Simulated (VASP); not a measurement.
Here is a VASP 6.6.1 calculation.

Contents of INCAR:

```
SYSTEM = HfO2
PREC = Accurate
ENCUT = 520
EDIFF = 1E-6
ISMEAR = 0
SIGMA = 0.01
LREAL = .FALSE.
LASPH = .TRUE.
NELM = 100
ALGO = Normal
ISIF = 2
LWAVE = .FALSE.
LCHARG = .TRUE.
GGA = PE
LELF = .TRUE.
LVHAR = .TRUE.
NBANDS = 18
```

The input KPOINTS:

```
Automatic mesh
0
G
  6 6 6
  0 0 0
```

File POSCAR:

```
HfO2
1.0
    0.0000000000      2.5575000000      2.5575000000
    2.5575000000      0.0000000000      2.5575000000
    2.5575000000      2.5575000000      0.0000000000
Hf O
1 2
Direct
    0.0000000000      0.0000000000      0.0000000000
    0.2500000000      0.2500000000      0.2500000000
    0.7500000000      0.7500000000      0.7500000000
```

Potentials or basis: VASP PAW PBE potentials, release 64 (Hf_pv, O).

Run with:

```bash
$ cat potpaw_PBE.64/Hf_pv/POTCAR potpaw_PBE.64/O/POTCAR > POTCAR
$ mpirun -np 1 vasp_std > vasp.out
```

Problem. What does it give for the band gap on the k mesh?

Solution. 3.73 eV, direct.

Problem. Estimate the pressure.

Solution. -6.0 GPa.

Caveat: spin-orbit coupling is left out, which moves the levels of the heavy elements. A k mesh can miss the band edges.
